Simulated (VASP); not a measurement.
Here is a VASP 6.6.1 calculation.

INCAR

```
SYSTEM = Rb
ALGO     = Fast           ! electronic algorithm
EDIFF    = 1E-6           ! SCF threshold, eV
ENCUT    = 520            ! plane-wave cutoff, eV
GGA      = PE             ! functional
ISIF     = 2              ! what is computed and relaxed
ISMEAR   = 0              ! smearing method
IVDW     = 12             ! dispersion correction
LASPH    = .TRUE.         ! aspherical terms in the spheres
LCHARG   = .FALSE.        ! write CHGCAR
LREAL    = .FALSE.        ! projectors in reciprocal space
LWAVE    = .FALSE.        ! write WAVECAR
NBANDS   = 16             ! bands
NELM     = 60             ! most SCF steps
PREC     = Accurate       ! precision mode
SIGMA    = 0.15           ! smearing width, eV
```

Contents of KPOINTS:

```
k-points
0
G
  12 12 6
  0 0 0
```

POSCAR

```
Rb
1.0
    2.4553835962     -4.2971542513      0.0000000000
    2.4553835962      4.2971542513      0.0000000000
    0.0000000000      0.0000000000      7.5121583346
Rb
2
Direct
    0.8359965595      0.1640034405      0.7500000000
    0.1640034405      0.8359965595      0.2500000000
```

Potentials or basis: VASP PAW PBE potentials, release 64 (Rb_sv).

Launch:

```sh
$ cat potpaw_PBE.64/Rb_sv/POTCAR > POTCAR
$ mpirun -np 1 vasp_std > vasp.out
```

Q: What does it give for the dispersion energy per atom?

A: -0.116 eV.

Q: What does it give for the band gap on the k mesh?

A: Zero (bands 9 and 10 overlap by 2.35 eV).

Q: Predict the pressure.

A: 0.3 GPa.

Stress tensor (GPa, compression positive):
```
0.20 0.00 0.00
0.00 0.19 0.00
0.00 0.00 0.50
```
